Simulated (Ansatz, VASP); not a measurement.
# One calculation of O, two programs

File INCAR:

```
SYSTEM = O
  ALGO = Normal
  EDIFF = 1E-7
  ENCUT = 520
  GGA = PE
  ISIF = 2
  ISMEAR = -1
  LASPH = .True.
  LCHARG = .True.
  LELF = .True.
  LREAL = .False.
  LVHAR = .True.
  LWAVE = .False.
  NBANDS = 20
  NELM = 80
  PREC = Accurate
  SIGMA = 0.02
```

The input KPOINTS:

```
k-points
0
Gamma
  8 6 10
  0 0 0
```

POSCAR

```
O
1.0
    4.0422516979     -0.1150020608     -0.0511314365
   -0.1145443497      4.0261634352      0.0000000000
   -1.0645949049      0.0302877250      2.7914438287
O
4
Direct
    0.3443815586      0.6797420020      0.6676107296
    0.6649141113      0.6888226747      0.8271993309
    0.6556184414      0.3202579980      0.3323892704
    0.3350858887      0.3111773253      0.1728006691
```

Input for Ansatz:

```yaml
crystal:
  lattice:
    - [4.0422516979, -0.1150020608, -0.0511314365]
    - [-0.1145443497, 4.0261634352, 0.0]
    - [-1.0645949049, 0.030287725, 2.7914438287]
  atoms:
    - { symbol: O, position: [0.3443815586, 0.679742002, 0.6676107296] }
    - { symbol: O, position: [0.6649141113, 0.6888226747, 0.8271993309] }
    - { symbol: O, position: [0.6556184414, 0.320257998, 0.3323892704] }
    - { symbol: O, position: [0.3350858887, 0.3111773253, 0.1728006691] }
kpoints:
  mp_grid: { grid: [8, 6, 10] }
  band_path:
    path:
      - [0.0, 0.0, 0.0]
      - [0.0, 0.5, 0.0]
      - [0.0, 0.5, 0.5]
      - [0.0, 0.0, 0.5]
      - [-0.5, 0.0, 0.5]
      - [-0.5, 0.5, 0.5]
      - [-0.5, 0.5, 0.0]
      - [-0.5, 0.0, 0.0]
    npoints: 1
hamiltonian:
  xc: pbe
scf:
  occupations: { method: fermi_dirac, width: 0.02 }
  n_extra_bands: 5
output:
  forces: true
  stress: true
  eigenvalues: true
  write_density: true
  write_potential: true
  elf: true
  volumetric_format: npy
```

Change from the starting cell: shear_xy strain -5.7%.

Alike in both runs: task single point; functional PBE; k mesh 8 × 6 × 10; occupations fermi-dirac, width 0.02 eV; no spin polarisation.

|  | VASP | Ansatz |
| --- | --- | --- |
| version | VASP 6.6.1 | Ansatz 0.2.0 |
| potentials or method | VASP PAW PBE potentials, release 64 (O) | plane waves, PAW |
| plane-wave cutoff (eV) | 520 | 420 |
| valence electrons in the cell | 24 | 24 |

```csv
,VASP,Ansatz,Ansatz less VASP
gap on the k mesh at the Fermi level (eV),0.91,0.92,+0.002
pressure (GPa),9.5,6.0,-3.52
"traceless stress, the component that is largest in VASP (GPa)",8.85,2.71,-6.134
rms of the force components (eV/Å),1.169,0.384,-0.7852
```

Atom by atom the forces differ by 0.786 eV/Å (rms over components).

Noted on VASP's run: the standard files for N, O and F lose accuracy on very short bonds; spin is off for a triplet molecule.
